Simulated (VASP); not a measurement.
Wanted: the native input for a VASP 6.6.1 run.

```yaml
Task: single point
Functional: PBE
Potentials_or_basis: VASP PAW PBE potentials, release 64 (Al, H)
Cutoff: 520 eV
k_mesh: 6 × 6 × 6
Occupations: gaussian, width 0.1 eV
Spin: no spin polarisation
Dipole_correction: no
Further_INCAR_settings: ALGO = Normal; EDIFF = 1e-07; NBANDS = 14
```

The structure of AlH6 lies in POSCAR:

```
AlH6
1.0
    3.8450937877      0.0000000000      0.0000000000
   -1.9225468938      3.3299489001      0.0000000000
    0.0000000000      0.0000000000      3.7175455094
Al H
1 6
Direct
    0.0000000000      0.0000000000      0.0000000000
    0.5111437625      0.4888562375      0.0000000000
    0.5111437625      0.0222875250      0.0000000000
    0.9777124750      0.4888562375      0.0000000000
    0.0000000000      0.0000000000      0.5000000000
    0.3333333333      0.6666666667      0.3989361355
    0.3333333333      0.6666666667      0.6010638645
```

These files were run (other wordings do the same):

INCAR

```
PREC     = Accurate       # precision mode
ENCUT    = 520            # plane-wave cutoff, eV
EDIFF    = 1E-7           # SCF threshold, eV
ISMEAR   = 0              # smearing method
SIGMA    = 0.1            # smearing width, eV
LREAL    = F              # projectors in reciprocal space
LASPH    = T              # aspherical terms in the spheres
NELM     = 80             # most SCF steps
ALGO     = Normal         # electronic algorithm
ISIF     = 2              # what is computed and relaxed
LWAVE    = F              # write WAVECAR
LCHARG   = F              # write CHGCAR
GGA      = PE             # functional
NBANDS   = 14             # bands
```

KPOINTS

```
Automatic mesh
0
Gamma
  6 6 6
```

Potentials or basis: VASP PAW PBE potentials, release 64 (Al, H).

Run with:

```sh
$ cat potpaw_PBE.64/Al/POTCAR potpaw_PBE.64/H/POTCAR > POTCAR
$ mpirun -np 1 vasp_std > vasp.out
```

Results of the run:

```yaml
Pressure: -0.4 GPa
Largest_force: 0.016 eV/Å
```

Run time: 19 s on 1 thread of Intel(R) Xeon(R) Platinum 8488C (Sapphire Rapids), on a shared host, peak memory 0.16 GiB.
